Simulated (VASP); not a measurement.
# Ce (Fm-3m) in VASP: notebook

Ce is run at these levels: r2SCAN; tasks: single point, relaxation of cell and atoms.

Everything below comes from runs of VASP 6.6.1. Logs are shortened: lines on timing, memory, paths and dates and some standing lists are left out, and cuts for length are marked.

### 1 The cell of the first run

The structure is cubic, space group Fm-3m (No. 225). Conventional cell: a = 4.521 Å, b = 4.521 Å, c = 4.521 Å, α = 90.00°, β = 90.00°, γ = 90.00°. Within 4.2 Å of Ce (site symmetry m-3m) lie 12 Ce at 3.20 Å.

### 2 Single point, r2SCAN

Input file POSCAR:

```
Ce
1.0
    0.0000000000      2.2607040459      2.2607040459
    2.2607040459      0.0000000000      2.2607040459
    2.2607040459      2.2607040459      0.0000000000
Ce
1
Direct
    0.0000000000      0.0000000000      0.0000000000
```

Input file INCAR.step1:

```
  PREC = Accurate
  ENCUT = 520
  ISMEAR = 1
  SIGMA = 0.0522
  LREAL = F
  LASPH = T
  NELM = 80
  NBANDS = 12
  GGA = PE
  ALGO = Normal
  EDIFF = 1E-4
  LWAVE = T
  LCHARG = F
```

Input file INCAR.step2:

```
  PREC = Accurate
  ENCUT = 520
  EDIFF = 1E-6
  ISMEAR = 1
  SIGMA = 0.0522
  LREAL = F
  LASPH = T
  NELM = 80
  ALGO = Normal
  ISIF = 2
  LWAVE = F
  LCHARG = F
  METAGGA = R2SCAN
  LMIXTAU = T
  NBANDS = 12
  ISTART = 1
```

Input file KPOINTS:

```
Automatic mesh
0
Gamma
  7 7 7
```

Potentials or basis: VASP PAW PBE potentials, release 64 (Ce).

Started as:

```bash
> cat potpaw_PBE.64/Ce/POTCAR > POTCAR
> cp INCAR.step1 INCAR
> mpirun -np 1 vasp_std > vasp.out
> cp INCAR.step2 INCAR
> mpirun -np 1 vasp_std > vasp.out
```

OUTCAR:

```text
PREC = Accurate
   ENCUT = 520
   EDIFF = 1E-6
   ISMEAR = 1
   LREAL = F
   LASPH = T
   NELM = 80
   ISIF = 2
   METAGGA = R2SCAN
   ISTART = 1

 ion  position               nearest neighbor table
   1  0.000  0.000  0.000-

  LATTYP: Found a face centered cubic cell.
 ALAT       =     4.5214080918

  Lattice vectors:

 A1 = (   0.0000000000,   2.2607040459,   2.2607040459)
 A2 = (   2.2607040459,   0.0000000000,   2.2607040459)
 A3 = (   2.2607040459,   2.2607040459,   0.0000000000)

Analysis of symmetry for initial positions (statically):
=====================================================================
 Subroutine PRICEL returns:
 Original cell was already a primitive cell.

 Routine SETGRP: Setting up the symmetry group for a
 face centered cubic supercell.

 Subroutine GETGRP returns: Found 48 space group operations
 (whereof 48 operations were pure point group operations)
 out of a pool of 48 trial point group operations.

The static configuration has the point symmetry O_h .

Analysis of symmetry for dynamics (positions and initial velocities):
=====================================================================
 Subroutine PRICEL returns:
 Original cell was already a primitive cell.

 Routine SETGRP: Setting up the symmetry group for a
 face centered cubic supercell.

 Subroutine GETGRP returns: Found 48 space group operations
 (whereof 48 operations were pure point group operations)
 out of a pool of 48 trial point group operations.

The dynamic configuration has the point symmetry O_h .

 Subroutine INISYM returns: Found 48 space group operations
 (whereof 48 operations are pure point group operations),
 and found     1 'primitive' translations

----------------------------------------------------------------------------------------

                                     Primitive cell

  volume of cell :      23.1079

  direct lattice vectors                    reciprocal lattice vectors
     0.000000000  2.260704046  2.260704046    -0.221170038  0.221170038  0.221170038
     2.260704046  0.000000000  2.260704046     0.221170038 -0.221170038  0.221170038
     2.260704046  2.260704046  0.000000000     0.221170038  0.221170038 -0.221170038

  length of vectors
     3.197118322  3.197118322  3.197118322     0.383077743  0.383077743  0.383077743

  position of ions in fractional coordinates (direct lattice)
     0.000000000  0.000000000  0.000000000

  ion indices of the primitive-cell ions
   primitive index   ion index
                 1           1

----------------------------------------------------------------------------------------

 KPOINTS: Automatic mesh

Automatic generation of k-mesh.
 Grid dimensions read from file:
 generate k-points for:    7    7    7

 Generating k-lattice:

  Cartesian coordinates                     Fractional coordinates (reciprocal lattice)
    -0.031595720  0.031595720  0.031595720     0.142857143  0.000000000  0.000000000
     0.031595720 -0.031595720  0.031595720     0.000000000  0.142857143  0.000000000
     0.031595720  0.031595720 -0.031595720     0.000000000  0.000000000  0.142857143

  Length of vectors
     0.054725392  0.054725392  0.054725392

  Shift w.r.t. Gamma in fractional coordinates (k-lattice)
     0.000000000  0.000000000  0.000000000

 Subroutine IBZKPT returns following result:
 ===========================================

 Found     20 irreducible k-points:

 Following reciprocal coordinates:
            Coordinates               Weight
  0.000000  0.000000  0.000000      1.000000
  0.142857  0.000000  0.000000      8.000000
  0.285714  0.000000  0.000000      8.000000
  0.428571  0.000000  0.000000      8.000000
  0.142857  0.142857  0.000000      6.000000
  0.285714  0.142857  0.000000     24.000000
[... 12 lines left out ...]
 -0.428571  0.428571  0.142857     24.000000
 -0.285714  0.428571  0.142857     24.000000
   k-points           NKPTS =     20   k-points in BZ     NKDIM =     20   number of bands    NBANDS=     12
   number of dos      NEDOS =    301   number of ions     NIONS =      1
   total plane-waves  NPLWV =  13824
   dimension x,y,z NGX =    24 NGY =   24 NGZ =   24
   dimension x,y,z NGXF=    48 NGYF=   48 NGZF=   48
   ions per type =               1
   NGX,Y,Z   is equivalent  to a cutoff of  12.48, 12.48, 12.48 a.u.
   NGXF,Y,Z  is equivalent  to a cutoff of  24.96, 24.96, 24.96 a.u.
 SYSTEM =  unknown system
   PREC   = accura    normal or accurate (medium, high low for compatibility)
   ISTART =      1    job   : 0-new  1-cont  2-samecut
   ICHARG =      0    charge: 1-file 2-atom 10-const
   ISPIN  =      1    spin polarized calculation?
   LNONCOLLINEAR =      F non collinear calculations
   LSORBIT =      F    spin-orbit coupling
   LASPH  =      T    aspherical Exc in radial PAW
   ENCUT  =  520.0 eV  38.22 Ry    6.18 a.u.   5.94  5.94  5.94*2*pi/ulx,y,z
   NELM   =     80;   NELMIN=  2; NELMDL=  0     # of ELM steps
   EDIFF  = 0.1E-05   stopping-criterion for ELM
   LREAL  =      F    real-space projection
   EDIFFG = 0.1E-04   stopping-criterion for IOM
   NSW    =      0    number of steps for IOM
   IBRION =     -1    ionic relax: 0-MD 1-quasi-New 2-CG
   NFREE  =      0    steps in history (QN), initial steepest desc. (CG)
   ISIF   =      2    stress and relaxation
   ISYM   =      2    0-nonsym 1-usesym 2-fastsym
   POTIM  = 0.5000    time-step for ionic-motion
   TEBEG  =    0.0;   TEEND  =   0.0 temperature during run
   PSTRESS=    0.0 pullay stress
   NELECT =      12.0000    total number of electrons
   NUPDOWN=      -1.0000    fix difference up-down
   EMIN   =  10.00;   EMAX   =-10.00  energy-range for DOS
   EFERMI =   0.00;   METHOD = LEGACY
   ISMEAR =     1;   SIGMA  =   0.05  broadening in eV -4-tet -1-fermi 0-gaus
   EFERMI_NEDOS =   21; number of points for ismear=-14 and -15
   IALGO  =     38    algorithm
   IMIX   =      4    mixing-type and parameters
     AMIX     =   0.40;   BMIX     =  1.00
     AMIX_MAG =   1.60;   BMIX_MAG =  1.00
  volume/ion in A,a.u.               =      23.11       155.94
  Fermi-wavevector in a.u.,A,eV,Ry     =   1.315876  2.486645 23.558881  1.731529
  Thomas-Fermi vector in A             =   2.446027
   LORBIT       =      0    0 simple, 1 ext, 2 COOP (PROOUT), +10 PAW based schemes
   METAGGA = R2SCAN    functional components
   LHFCALC =     F    Hartree Fock is set to
   AEXX    =    0.0000 exact exchange contribution
   IVDW    =     0    specifies the selected vdW correction
   LEPSILON=     F    determine dielectric tensor
   LRPA    =     F    only Hartree local field effects (RPA)
 non-spin polarized calculation
 Methfessel and Paxton  Order N= 1 SIGMA  =   0.05
  energy-cutoff  :      520.00
  volume of cell :       23.11
 maximum number of plane-waves:       632
   NGX = 11   NGY = 11   NGZ = 11

 number of electron      12.0000000 magnetization

 Free energy of the ion-electron system (eV)
  ---------------------------------------------------
  ext. energy  EPLUGINS =         0.00000000
  ---------------------------------------------------
  free energy    TOTEN  =       -30.79726978 eV

  energy without entropy =      -30.79782336  energy(sigma->0) =      -30.79745431

 E-fermi :  11.2816     XC(G=0): -12.8892

 val. band max:       11.2354629624   @ k =  -0.1429   0.1429   0.0000
 cond. band min:      11.3378742344   @ k =  -0.2857   0.2857   0.0000
 fundamental gap:      0.1024112720
 Fermi energy:        11.2816365554

 k-point     1 :       0.0000    0.0000    0.0000
  band No.  band energies     occupation
      1     -25.1943      2.00000
      2      -5.0991      2.00000
      3      -5.0991      2.00000
      4      -5.0991      2.00000
      5       8.8241      2.00000
      6      10.7197      2.00000
      7      11.6681     -0.00000
      8      11.6681     -0.00000
      9      11.6681     -0.00000
     10      12.8107      0.00000
     11      12.8107      0.00000
     12      12.8107      0.00000

 k-point     2 :       0.1429    0.0000    0.0000
  band No.  band energies     occupation
      1     -25.0406      2.00000
      2      -6.0175      2.00000
      3      -5.2008      2.00000
      4      -5.2008      2.00000
      5       9.6572      2.00000
      6      10.5831      2.00000
      7      11.5492     -0.00000
      8      11.7049     -0.00000
      9      11.7049     -0.00000
     10      12.3026     -0.00000
     11      12.3026     -0.00000
     12      12.8165      0.00000

 k-point     3 :       0.2857    0.0000    0.0000
  band No.  band energies     occupation
      1     -24.6716      2.00000
      2      -7.7855      2.00000
      3      -5.4197      2.00000
      4      -5.4197      2.00000
      5       9.2959      2.00000
      6      11.2181      2.07090
      7      11.7948     -0.00000
      8      11.8244     -0.00000
      9      11.8244     -0.00000
     10      12.0823     -0.00000
     11      12.0823     -0.00000
     12      12.8296      0.00000
[... 226 lines left out ...]
 k-point    19 :      -0.4286    0.4286    0.1429
  band No.  band energies     occupation
      1     -24.0458      2.00000
      2      -8.4777      2.00000
      3      -7.0373      2.00000
      4      -6.5617      2.00000
      5       8.7855      2.00000
      6       9.5531      2.00000
      7      11.7771     -0.00000
      8      11.9668     -0.00000
      9      12.1689     -0.00000
     10      12.1808     -0.00000
     11      12.3334      0.00000
     12      12.4407      0.00000

 k-point    20 :      -0.2857    0.4286    0.1429
  band No.  band energies     occupation
      1     -24.0138      2.00000
      2      -8.0346      2.00000
      3      -7.8239      2.00000
      4      -6.4971      2.00000
      5       9.2862      2.00000
      6      11.1508      2.00225
      7      11.5529     -0.00000
      8      11.6702     -0.00000
      9      12.0853     -0.00000
     10      12.2241     -0.00000
     11      12.3269      0.00000
     12      12.5456      0.00000

------------------------ aborting loop because EDIFF is reached ----------------------------------------

  FORCE on cell =-STRESS in cart. coord.  units (eV):
  Direction    XX          YY          ZZ          XY          YZ          ZX
  --------------------------------------------------------------------------------------
  -------------------------------------------------------------------------------------
  Total        0.6719630      0.6719630      0.6719630     -0.0000000     -0.0000000     -0.0000000
  in kB       46.5902282     46.5902282     46.5902282     -0.0000000     -0.0000000     -0.0000000
  external PRESSURE =      46.5902282 kB  Pullay stress =       0.0000000 kB

 VOLUME and BASIS-vectors are now :
 -----------------------------------------------------------------------------
  energy-cutoff  :      520.00
  volume of cell :       23.11
      direct lattice vectors                 reciprocal lattice vectors
     0.000000000  2.260704046  2.260704046    -0.221170038  0.221170038  0.221170038
     2.260704046  0.000000000  2.260704046     0.221170038 -0.221170038  0.221170038
     2.260704046  2.260704046  0.000000000     0.221170038  0.221170038 -0.221170038

 POSITION                                       TOTAL-FORCE (eV/Angst)
 -----------------------------------------------------------------------------------
      0.00000      0.00000      0.00000        -0.000000      0.000000     -0.000000
 -----------------------------------------------------------------------------------
    total drift:                                0.000000     -0.000000     -0.000000

  FREE ENERGIE OF THE ION-ELECTRON SYSTEM (eV)
  ---------------------------------------------------
  free  energy   TOTEN  =       -30.7972697775 eV

  energy  without entropy=      -30.7978233629  energy(sigma->0) =      -30.79745431
```

It took 40 s on 1 thread of AMD EPYC 7R43 (Zen 3), shared host; peak memory 0.12 GiB.

What came out:

* Free energy: -30.7973 eV
* Pressure: 4.7 GPa
* Band gap on the k mesh: zero (band 6 reaches 11.34 eV, above the bottom of band 7 at 11.24 eV)

Levels at points of the mesh, in eV from the Fermi level:
| k point | band 4 | band 5 | band 6 | band 7 | band 8 | band 9 |
| --- | --- | --- | --- | --- | --- | --- |
| (0.00, 0.00, 0.00) | -16.38 | -2.46 | -0.56 | 0.39 | 0.39 | 0.39 |

Caveat: the PAW data sets were made with another functional, which shifts forces and pressure a little; spin-orbit coupling is left out, which moves the levels of the heavy elements. Spin polarisation is off, so any magnetic state and its effect on volume and gap are missing.

(Part 1 of 2 ends here.)
